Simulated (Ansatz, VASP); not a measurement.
One calculation of SnSe, two programs

INCAR

```
SYSTEM = SnSe
PREC = Accurate
ENCUT = 500
EDIFF = 1E-6
ISMEAR = -1
SIGMA = 0.02
LREAL = .False.
LASPH = .True.
NELM = 120
ALGO = Normal
ISIF = 2
LWAVE = .False.
LCHARG = .False.
GGA = PE
NBANDS = 17
GGA_COMPAT = .False.
```

Contents of KPOINTS:

```
Automatic mesh
0
Gamma
  4 4 4
  0 0 0
```

File POSCAR:

```
SnSe
1.0
    0.0000000000      3.3639842963      3.3639842963
    3.3639842963      0.0000000000      3.3639842963
    3.3639842963      3.3639842963      0.0000000000
Sn Se
1 1
Direct
    0.0000000000      0.0000000000      0.0000000000
    0.2500000000      0.2500000000      0.2500000000
```

Input for Ansatz:

```yaml
crystal:
  lattice:
    - [0.0, 3.3639842963, 3.3639842963]
    - [3.3639842963, 0.0, 3.3639842963]
    - [3.3639842963, 3.3639842963, 0.0]
  atoms:
    - { symbol: Sn, position: [0.0, 0.0, 0.0] }
    - { symbol: Se, position: [0.25, 0.25, 0.25] }
kpoints:
  mp_grid: { grid: [4, 4, 4] }
hamiltonian:
  xc: pbe
scf:
  occupations: { method: fermi_dirac, width: 0.02 }
  n_extra_bands: 4
output:
  forces: true
  stress: true
  eigenvalues: true
basis:
  ecutwfc: 500
```

Alike in both runs: task single point; functional PBE; k mesh 4 × 4 × 4; occupations fermi-dirac, width 0.02 eV; no spin polarisation.

```csv
,VASP,Ansatz
version,VASP 6.6.1,Ansatz 0.2.0
potentials or method,"VASP PAW PBE potentials, release 64 (Sn_d, Se), cutoff 500 eV",plane waves
valence electrons in the cell,20,30
```

```tsv
	VASP	Ansatz	Ansatz less VASP
pressure (GPa)	0.2	0.2	0.00
```

VASP's potentials hold 20 valence electrons a cell and Ansatz's 30, so a difference there can come from the potentials and not from the codes.

The k mesh is coarse, so the values compare programs but aren't converged.
